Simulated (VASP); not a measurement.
Crystal: B2AsH2.

```xyz
5
Lattice="3.3138 0.0000 0.0000 0.0000 3.3138 0.0000 0.0000 0.0000 4.6469" Properties=species:S:1:pos:R:3 pbc="T T T"
B     0.0000    0.0000    1.4942
B     0.0000    0.0000    3.1527
H     1.6569    1.6569    4.2485
H     1.6569    1.6569    0.3985
As    1.6569    1.6569    2.3235
```

The cell was generated, and may not be a known phase.

```yaml
Program: VASP 6.6.1
Task: relaxation of cell and atoms
Functional: PBE
Potentials_or_basis: VASP PAW PBE potentials, release 64 (B, H, As)
Cutoff: 600 eV
k_mesh: 12 × 12 × 8
Occupations: gaussian, width 0.1 eV
Spin: no spin polarisation
```

At the start: pressure -0.0 GPa; volume 10.21 Å³/atom.

Task: How do energy, volume and symmetry change on relaxing?

Result: Over 18 steps the energy falls by 17.8 meV/atom and the volume is 10.25 Å³/atom (+0.4 %); space group P4/mmm (No. 123, to 0.1 Å) before and after.

The path:
```csv
step,energy change (eV),largest force (eV/Å),pressure (GPa),volume (Å³)
1,0.0000,0.5774,-0.05,51.03
2,-0.0200,0.7400,2.35,51.00
3,-0.0262,0.2639,1.54,51.01
4,-0.0424,0.3517,0.47,51.68
5,-0.0462,0.4405,-0.32,52.25
6,-0.0577,0.2513,-1.02,52.57
7,-0.0660,0.0535,-2.07,53.11
8,-0.0740,0.1610,-1.29,52.69
9,-0.0766,0.3588,-0.57,52.31
10,-0.0827,0.2404,-0.28,51.92
11,-0.0883,0.1315,0.48,50.99
12,-0.0890,0.0300,0.09,51.07
13,-0.0890,0.0298,0.09,51.07
14,-0.0890,0.0077,0.09,51.10
15,-0.0891,0.0285,0.08,51.12
16,-0.0891,0.0201,0.04,51.16
17,-0.0892,0.0110,-0.02,51.23
18,-0.0892,0.0026,-0.05,51.23
```

Final structure:
```
B H As
1.0
     3.45129    0.00000    0.00000
     0.00000    3.45129    0.00000
     0.00000    0.00000    4.30077
B H As
2 2 1
Direct
  0.00000 0.00000 0.31173
  0.00000 0.00000 0.68827
  0.50000 0.50000 0.90513
  0.50000 0.50000 0.09487
  0.50000 0.50000 0.50000
```

Caveat: an odd number of electrons without spin polarisation forces a metal; a magnetic or distorted state may lie lower.
